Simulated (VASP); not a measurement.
Wanted: the native input for a VASP 6.6.1 run.

```yaml
Task: single point
Functional: PBE
Potentials_or_basis: VASP PAW PBE potentials, release 64 (Y_sv, Si, O)
Cutoff: 520 eV
k_mesh: 6 × 6 × 4
Occupations: gaussian, width 0.1 eV
Spin: no spin polarisation
Dipole_correction: no
Further_INCAR_settings: ALGO = Normal; EDIFF = 1e-06; NBANDS = 29
```

The structure of Y2Si3O lies in POSCAR:

```
Y2Si3O
1.0
    5.0487230700      0.0000000000      0.0000000000
   -2.5243615400      4.3723224400      0.0000000000
    0.0000000000      0.0000000000      5.1061805200
Y Si O
2 3 1
Direct
    0.3333333300      0.6666666700      0.5000000000
    0.6666666700      0.3333333300      0.5000000000
    0.5000000000      0.0000000000      0.0000000000
    0.0000000000      0.5000000000      0.0000000000
    0.5000000000      0.5000000000      0.0000000000
    0.0000000000      0.0000000000      0.0000000000
```

These files were run (other wordings do the same):

INCAR

```
ALGO = Normal
EDIFF = 1E-6
ENCUT = 520
GGA = PE
ISIF = 2
ISMEAR = 0
LASPH = True
LCHARG = False
LREAL = False
LWAVE = False
NBANDS = 29
NELM = 60
PREC = Accurate
SIGMA = 0.1
```

KPOINTS

```
k-points
0
Gamma
  6 6 4
```

Potentials or basis: VASP PAW PBE potentials, release 64 (Y_sv, Si, O).

The run is started by

```bash
$ cat potpaw_PBE.64/Y_sv/POTCAR potpaw_PBE.64/Si/POTCAR potpaw_PBE.64/O/POTCAR > POTCAR
$ mpirun -np 1 vasp_std > vasp.out
```

It gave:

```
Pressure               : 7.6 GPa
Band gap on the k mesh : zero (band 20 reaches 5.95 eV, above the bottom of band 21 at 5.03 eV)
```

Wall time 52 s on 1 thread of Intel(R) Xeon(R) Platinum 8488C (Sapphire Rapids), with other jobs on the host, peak memory 0.28 GiB.
